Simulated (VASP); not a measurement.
# CuO in VASP: a series of runs

CuO is run at these levels: PBE+U; tasks: single point.

Program: VASP 6.6.1. These are calculated values, not measurements. Logs are shortened: lines on timing, memory, paths and dates and some standing lists are left out, and cuts for length are marked.

### 1 The cell of the first run

The typed cell holds 4 atoms: a = 2.949 Å, b = 2.949 Å, c = 5.218 Å, α = 90.00°, β = 90.00°, γ = 89.51°.

### 2 Single point, PBE+U, collinear spin

INCAR

```
PREC = Accurate
ENCUT = 700
EDIFF = 1E-6
ISMEAR = 0
SIGMA = 0.05
LREAL = F
LASPH = T
NELM = 200
ALGO = Normal
ISIF = 2
LWAVE = F
LCHARG = T
ISPIN = 2
MAGMOM = 0.63 0.63 0 0
LORBIT = 11
LMAXMIX = 4
LDAU = T
LDAUTYPE = 2
LDAUL = 2 -1
LDAUU = 4 0
LDAUJ = 0 0
LDAUPRINT = 1
GGA = PE
LELF = T
LVHAR = T
NBANDS = 37
GGA_COMPAT = F
```

KPOINTS

```
Automatic mesh
0
Gamma
  10 10 6
```

POSCAR

```
CuO
1.0
    2.0872092025     -2.0760605335      0.1652846486
    2.0872092025      2.0760605335      0.1652846486
   -0.4124906602      0.0000000000      5.2015957502
Cu O
2 2
Direct
    0.0000000000      0.5000000000      0.0000000000
    0.5000000000      0.0000000000      0.5000000000
    0.5000352670      0.4999647330      0.2500000000
    0.4999647330      0.5000352670      0.7500000000
```

Potentials or basis: VASP PAW PBE potentials, release 64 (Cu_sv_GW, O).

Started as:

```console
> cat potpaw_PBE.64/Cu_sv_GW/POTCAR potpaw_PBE.64/O/POTCAR > POTCAR
> mpirun -np 1 vasp_std > vasp.out
```

OUTCAR:

```text
PREC = Accurate
   ENCUT = 700
   EDIFF = 1E-6
   ISMEAR = 0
   LREAL = F
   LASPH = T
   NELM = 200
   ISIF = 2
   ISPIN = 2
   LORBIT = 11
   GGA = PE

 ion  position               nearest neighbor table
   1  0.000  0.500  0.000-   3 1.97   4 1.97   3 1.97   4 1.97
   2  0.500  0.000  0.500-   3 1.97   4 1.97   4 1.97   3 1.97
   3  0.500  0.500  0.250-   1 1.97   2 1.97   2 1.97   1 1.97
   4  0.500  0.500  0.750-   1 1.97   2 1.97   1 1.97   2 1.97

  LATTYP: Found a base centered monoclinic cell.
 ALAT       =     4.1874867260
 B/A-ratio  =     0.9915544427
 C/A-ratio  =     1.2460757196
 COS(beta)  =    -0.0001107896

  Lattice vectors:

 A1 = (   2.0872092025,  -2.0760605335,   0.1652846486)
 A2 = (   2.0872092025,   2.0760605335,   0.1652846486)
 A3 = (  -0.4124906602,   0.0000000000,   5.2015957502)

Analysis of symmetry for initial positions (statically):
=====================================================================
 Subroutine PRICEL returns:
 Original cell was already a primitive cell.

 Routine SETGRP: Setting up the symmetry group for a
 base centered monoclinic supercell.

 Subroutine GETGRP returns: Found  4 space group operations
 (whereof  2 operations were pure point group operations)
 out of a pool of  4 trial point group operations.

The static configuration has the point symmetry S_2 .
 The point group associated with its full space group is C_2h.

Analysis of symmetry for dynamics (positions and initial velocities):
=====================================================================
 Subroutine PRICEL returns:
 Original cell was already a primitive cell.

 Routine SETGRP: Setting up the symmetry group for a
 base centered monoclinic supercell.

 Subroutine GETGRP returns: Found  4 space group operations
 (whereof  2 operations were pure point group operations)
[... 223 lines left out ...]
  o =  0.9425  v =  0.0000  0.0000  0.0000  0.0000  0.0000  0.0045  0.0001 -0.0059 -0.0786 -0.9969      0.0000  0.0000  0.0000  0.0000  0.0000  0.0000  0.0000  0.0000  0.0000  0.0000
  o =  0.9439  v =  0.0000  0.0000  0.0000  0.0000  0.0000  0.0562 -0.7085  0.0961  0.6946 -0.0551      0.0000  0.0000  0.0000  0.0000  0.0000  0.0000  0.0000  0.0000  0.0000  0.0000
  o =  0.9515  v = -0.0562  0.7079 -0.0962 -0.6953  0.0554  0.0000  0.0000  0.0000  0.0000  0.0000      0.0000  0.0000  0.0000  0.0000  0.0000  0.0000  0.0000  0.0000  0.0000  0.0000
  o =  0.9524  v = -0.0047 -0.0002  0.0059  0.0787  0.9969  0.0000  0.0000  0.0000  0.0000  0.0000      0.0000  0.0000  0.0000  0.0000  0.0000  0.0000  0.0000  0.0000  0.0000  0.0000
  o =  0.9530  v =  0.0000  0.0000  0.0000  0.0000  0.0000  0.4492  0.0355 -0.8843  0.1220 -0.0024      0.0000  0.0000  0.0000  0.0000  0.0000  0.0000  0.0000  0.0000  0.0000  0.0000
  o =  0.9575  v =  0.4253  0.0335 -0.8959  0.1236 -0.0025  0.0000  0.0000  0.0000  0.0000  0.0000      0.0000  0.0000  0.0000  0.0000  0.0000  0.0000  0.0000  0.0000  0.0000  0.0000
  o =  0.9913  v =  0.0556 -0.7019 -0.0968 -0.7013  0.0560  0.0000  0.0000  0.0000  0.0000  0.0000      0.0000  0.0000  0.0000  0.0000  0.0000  0.0000  0.0000  0.0000  0.0000  0.0000

 number of electron      49.9999991 magnetization       1.9944727

 Free energy of the ion-electron system (eV)
  ---------------------------------------------------
  ext. energy  EPLUGINS =         0.00000000
  ---------------------------------------------------
  free energy    TOTEN  =       -16.67010348 eV

  energy without entropy =      -16.66992847  energy(sigma->0) =      -16.67001597

 E-fermi :   4.6206     XC(G=0): -11.4694

 val. band max:        4.5904231269   @ k =   0.5000   0.4000  -0.0000
 cond. band min:       4.6499166529   @ k =   0.5000   0.5000   0.0000
 fundamental gap:      0.0594935260
 Fermi energy:         4.6206267104

 spin component 1

 k-point     1 :       0.0000    0.0000    0.0000
  band No.  band energies     occupation
      1    -108.4346      1.00000
      2    -108.4338      1.00000
      3     -66.1495      1.00000
      4     -66.1495      1.00000
      5     -66.1402      1.00000
      6     -66.1366      1.00000
[... 1913 lines left out ...]
     36      21.4915      0.00000
     37      22.9001      0.00000

 [... further k-points ...]

------------------------ aborting loop because EDIFF is reached ----------------------------------------

  FORCE on cell =-STRESS in cart. coord.  units (eV):
  Direction    XX          YY          ZZ          XY          YZ          ZX
  --------------------------------------------------------------------------------------
  -------------------------------------------------------------------------------------
  Total       -1.0922944     -1.0722960     -1.0391954      0.0000000      0.0000000     -0.0039493
  in kB      -38.5797105    -37.8733674    -36.7042586      0.0000000      0.0000000     -0.1394900
  external PRESSURE =     -37.7191122 kB  Pullay stress =       0.0000000 kB

 VOLUME and BASIS-vectors are now :
 -----------------------------------------------------------------------------
  energy-cutoff  :      700.00
  volume of cell :       45.36
      direct lattice vectors                 reciprocal lattice vectors
     2.087209202 -2.076060534  0.165284649     0.238059370 -0.240840762  0.018878296
     2.087209202  2.076060534  0.165284649     0.238059370  0.240840762  0.018878296
    -0.412490660  0.000000000  5.201595750    -0.015129034  0.000000000  0.191048952

 POSITION                                       TOTAL-FORCE (eV/Angst)
 -----------------------------------------------------------------------------------
      1.04360      1.03803      0.08264        -0.000000      0.000000     -0.000000
      0.83736     -1.03803      2.68344        -0.000000      0.000000     -0.000000
      1.98409     -0.00015      1.46568         0.000000      0.000064      0.000000
      1.77784      0.00015      4.06648         0.000000     -0.000064      0.000000
 -----------------------------------------------------------------------------------
    total drift:                               -0.000000      0.000000      0.000000

  FREE ENERGIE OF THE ION-ELECTRON SYSTEM (eV)
  ---------------------------------------------------
  free  energy   TOTEN  =       -16.6701034750 eV

  energy  without entropy=      -16.6699284749  energy(sigma->0) =      -16.67001597

 total charge

# of ion       s       p       d       f       tot
--------------------------------------------------
    1        2.248   6.363   8.841   0.012  17.464
    2        2.248   6.363   8.841   0.012  17.464
    3        1.552   3.433   0.000   0.000   4.985
    4        1.552   3.433   0.000   0.000   4.985
--------------------------------------------------
tot          7.599  19.592  17.683   0.023  44.897

 magnetization (x)

# of ion       s       p       d       f       tot
--------------------------------------------------
    1       -0.003   0.002   0.681   0.001   0.681
    2       -0.003   0.002   0.681   0.001   0.681
    3        0.021   0.272   0.000   0.000   0.293
    4        0.021   0.272   0.000   0.000   0.293
--------------------------------------------------
tot          0.035   0.547   1.363   0.002   1.947
```

OSZICAR:

```text
N       E                     dE             d eps       ncg     rms          rms(c)
DAV:   1     0.991797411490E+03    0.99180E+03   -0.36663E+04 41634   0.454E+03
DAV:   2     0.815054491663E+02   -0.91029E+03   -0.86337E+03 44162   0.126E+03
DAV:   3    -0.145860691151E+02   -0.96092E+02   -0.94103E+02 47800   0.430E+02
DAV:   4    -0.202500315929E+02   -0.56640E+01   -0.56578E+01 43808   0.914E+01
DAV:   5    -0.205018676641E+02   -0.25184E+00   -0.25180E+00 42696   0.204E+01    0.157E+01
DAV:   6    -0.176533059474E+02    0.28486E+01   -0.23897E+01 46072   0.264E+02    0.112E+01
DAV:   7    -0.165356421823E+02    0.11177E+01   -0.75495E+00 41792   0.179E+02    0.386E+00
DAV:   8    -0.166856383491E+02   -0.15000E+00   -0.57839E-01 43821   0.191E+01    0.255E+00
DAV:   9    -0.166936728666E+02   -0.80345E-02   -0.22808E-01 49616   0.417E+01    0.199E+00
DAV:  10    -0.166728806313E+02    0.20792E-01   -0.57138E-02 47909   0.132E+01    0.578E-01
DAV:  11    -0.166698833711E+02    0.29973E-02   -0.14112E-02 47990   0.610E+00    0.104E-01
DAV:  12    -0.166699418312E+02   -0.58460E-04   -0.12979E-03 45480   0.919E-01    0.856E-02
DAV:  13    -0.166700869663E+02   -0.14514E-03   -0.12892E-04 44406   0.588E-01    0.187E-02
DAV:  14    -0.166700991864E+02   -0.12220E-04   -0.16530E-05 42840   0.165E-01    0.820E-03
DAV:  15    -0.166701028604E+02   -0.36740E-05   -0.59922E-07 21880   0.935E-02    0.443E-03
DAV:  16    -0.166701034750E+02   -0.61461E-06   -0.10260E-06 21112   0.245E-02
   1 F= -.16670103E+02 E0= -.16670016E+02  d E =-.175000E-03  mag=     1.9946
```

Wall time 8.6 min (1 thread of Intel Xeon 6975P-C (Granite Rapids), shared host); peak memory 0.73 GiB.

Results:

* Free energy: -16.6701 eV
* Pressure: -3.8 GPa
* Band gap on the k mesh: zero (filled and empty bands overlap)
* Net moment: 1.99 μB per cell
* Site moments: Cu +0.68; O +0.29 μB
* Valence electrons inside the program's atomic spheres: Cu 17.46; O 4.99

Eigenvalues of the final occupation matrices:
```tsv
site	spin	trace	eigenvalues
site 1 d	1	4.77	0.92 0.95 0.95 0.96 0.99
site 1 d	2	4.09	0.34 0.91 0.94 0.94 0.95
site 2 d	1	4.77	0.92 0.95 0.95 0.96 0.99
site 2 d	2	4.09	0.34 0.91 0.94 0.94 0.95
```

Caveat: the cell stands under tension; semilocal functionals underestimate gaps, and a narrow one can read as zero.

### 3 Single point, PBE+U, collinear spin

This run uses another cell than the first one: it holds 8 atoms, not 4.

INCAR

```
PREC = Accurate
ENCUT = 520
EDIFF = 1E-7
ISMEAR = 0
SIGMA = 0.05
LREAL = F
LASPH = T
NELM = 150
ALGO = Normal
ISIF = 2
LWAVE = F
LCHARG = T
ISPIN = 2
MAGMOM = 1 1 1 1 0 0 0 0
LORBIT = 11
LMAXMIX = 4
LDAU = T
LDAUTYPE = 2
LDAUL = 2 -1
LDAUU = 4 0
LDAUJ = 0 0
LDAUPRINT = 1
GGA = PE
LELF = T
LVHAR = T
NBANDS = 48
```

KPOINTS

```
Automatic mesh
0
Gamma
  4 4 4
```

POSCAR

```
CuO
1.0
    4.1744184050      0.0000000000      0.3305692971
    0.0000000000      4.1521210669      0.0000000000
    1.6747185423      2.0760605335      5.3668803988
Cu O
4 4
Direct
    0.2500000000      0.2500000000      0.0000000000
    0.0000000000     -0.5000000000      0.5000000000
    0.7500000000      0.7500000000      0.0000000000
    0.5000000000      0.0000000000      0.5000000000
    0.3750000000     -0.1250352670      0.2500000000
    0.1250000000     -0.3749647330      0.7500000000
    0.8750000000      0.3749647330      0.2500000000
    0.6250000000      0.1250352670      0.7500000000
```

Potentials or basis: VASP PAW PBE potentials, release 64 (Cu, O).

Started as:

```console
> cat potpaw_PBE.64/Cu/POTCAR potpaw_PBE.64/O/POTCAR > POTCAR
> mpirun -np 1 vasp_std > vasp.out
```

Wall time 3.4 min (1 thread of Intel Xeon Platinum 8488C (Sapphire Rapids), shared host); peak memory 0.33 GiB.

It converged, with:

```
Free energy                                           : -34.4817 eV
Pressure                                              : -2.7 GPa
Band gap on the k mesh                                : zero (filled and empty bands overlap)
Net moment                                            : 3.97 μB per cell
Site moments                                          : Cu +0.64; O +0.31 μB
Valence electrons inside the program's atomic spheres : Cu 9.88; O 4.98
```

Stress tensor (GPa, compression positive):
```
-2.60  0.00  0.02
 0.00 -2.51  0.00
 0.02  0.00 -2.90
```

Levels at points of the mesh, in eV from the Fermi level:
Spin up:
```tsv
k point	band 34	band 35	band 36	band 37	band 38	band 39
(0.00, 0.00, 0.00)	-1.90	-0.28	-0.26	1.27	4.30	4.30
(0.50, 0.00, 0.00)	-1.86	-0.89	-0.89	4.32	4.32	5.45
(0.00, 0.50, 0.00)	-1.87	-0.89	-0.89	4.35	4.35	5.45
(0.50, 0.50, 0.00)	-0.67	-0.43	-0.27	3.99	4.67	5.88
(0.00, 0.00, 0.50)	-0.88	-0.88	0.19	2.61	3.43	3.43
(0.50, 0.00, 0.50)	-1.86	-0.89	-0.89	4.32	4.32	5.45
```
Spin down:
```csv
k point,band 29,band 30,band 31,band 32,band 33,band 34,band 35,band 36
"(0.00, 0.00, 0.00)",-2.32,-2.07,-2.07,-1.50,0.84,0.84,1.52,1.77
"(0.50, 0.00, 0.00)",-2.08,-2.08,-2.05,-2.05,0.51,0.51,1.29,1.29
"(0.00, 0.50, 0.00)",-2.09,-2.09,-2.05,-2.05,0.50,0.50,1.30,1.30
"(0.50, 0.50, 0.00)",-2.36,-2.34,-1.84,-1.39,0.87,1.49,1.71,1.74
"(0.00, 0.00, 0.50)",-1.82,-1.80,-1.50,-1.50,-0.13,1.36,1.36,2.40
"(0.50, 0.00, 0.50)",-2.08,-2.08,-2.05,-2.05,0.51,0.51,1.29,1.29
```

Eigenvalues of the final occupation matrices:
```
    site  spin  trace               eigenvalues
site 1 d     1   4.90  0.95 0.97 0.97 0.98 1.02
site 1 d     2   4.25  0.41 0.94 0.96 0.97 0.97
site 2 d     1   4.90  0.95 0.97 0.97 0.98 1.02
site 2 d     2   4.25  0.41 0.94 0.96 0.97 0.97
site 3 d     1   4.90  0.95 0.97 0.97 0.98 1.02
site 3 d     2   4.25  0.41 0.94 0.96 0.97 0.97
site 4 d     1   4.90  0.95 0.97 0.97 0.98 1.02
site 4 d     2   4.25  0.41 0.94 0.96 0.97 0.97
```

Caveat: the k points lie up to 0.41 Å⁻¹ apart; semilocal functionals underestimate gaps, and a narrow one can read as zero.

(Part 1 of 2 ends here.)

The gap in the log of VASP goes by the Fermi energy; the results here count the filled bands.